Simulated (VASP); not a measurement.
Set up this calculation in VASP 6.6.1, as the native input.

| Quantity | Value |
| --- | --- |
| Task | single point |
| Functional | LDA |
| Potentials or basis | VASP PAW LDA potentials, release 64 (Ga_d) |
| Cutoff | 520 eV |
| k mesh | 16 × 16 × 16 |
| Occupations | fermi-dirac, width 0.05 eV |
| Spin | no spin polarisation |
| Dipole correction | no |
| Further INCAR settings | ALGO = Normal; EDIFF = 1e-06; NBANDS = 12 |

The structure of Ga lies in POSCAR:

```
Ga
1.0
   -1.4894234511      1.4894234511      1.4894234511
    1.4894234511     -1.4894234511      1.4894234511
    1.4894234511      1.4894234511     -1.4894234511
Ga
1
Direct
    0.0000000000      0.0000000000      0.0000000000
```

This cell differs from its parent crystal: volume scaled by 0.76.

One way to write it, as run:

INCAR

```
  ALGO = Normal
  EDIFF = 1E-6
  ENCUT = 520
  ISIF = 2
  ISMEAR = -1
  LASPH = T
  LCHARG = F
  LREAL = F
  LWAVE = F
  NBANDS = 12
  NELM = 100
  PREC = Accurate
  SIGMA = 0.05
```

KPOINTS

```
k-points
0
Gamma
  16 16 16
```

Potentials or basis: VASP PAW LDA potentials, release 64 (Ga_d).

Command:

```sh
$ cat potpaw_LDA.64/Ga_d/POTCAR > POTCAR
$ mpirun -np 1 vasp_std > vasp.out
```

It gave:

* Pressure: 34.2 GPa

It took 6.3 s on 1 thread of Intel(R) Xeon(R) 6975P-C (Granite Rapids), with other jobs on the host, peak memory 0.13 GiB.
